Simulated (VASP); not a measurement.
A run of VASP 6.6.1:

The input INCAR:

```
ALGO = Normal
EDIFF = 1E-6
EDIFFG = -0.01
ENCUT = 520
GGA = PS
IBRION = 2
ISIF = 2
ISMEAR = -1
ISPIN = 2
LASPH = T
LCHARG = F
LMAXMIX = 4
LORBIT = 11
LREAL = F
LUSENCCL = F
LWAVE = F
MAGMOM = 4 0 0
NELM = 150
NSW = 60
PREC = Accurate
SIGMA = 0.05
```

The input KPOINTS:

```
k-points
0
Gamma
  9 9 5
```

POSCAR

```
MnO2
1.0
    2.8565781804      0.0000000000      0.0000000000
   -1.4282890902      2.4738692722      0.0000000000
    0.0000000000      0.0000000000      4.5093465777
Mn O
1 2
Direct
    0.0000000000      0.0000000000      0.5000000000
    0.3333333333      0.6666666667      0.7062925700
    0.6666666667      0.3333333333      0.2937074300
```

Potentials or basis: VASP PAW PBE potentials, release 64 (Mn_pv, O).

Launch:

```sh
$ cat potpaw_PBE.64/Mn_pv/POTCAR potpaw_PBE.64/O/POTCAR > POTCAR
$ mpirun -np 1 vasp_std > vasp.out
```

Hardware: 1 × NVIDIA H100 80GB with 1 thread of AMD EPYC 7R13 Processor (Zen 3), on a shared host.

Task: How long does it take, and how much memory?

Result: Wall time 6.4 min on 1 × NVIDIA H100 80GB with 1 thread of AMD EPYC 7R13 Processor (Zen 3), with other jobs on the host, peak memory 1.2 GiB. Counts: scf iterations 27, k points 50, ion steps 3.
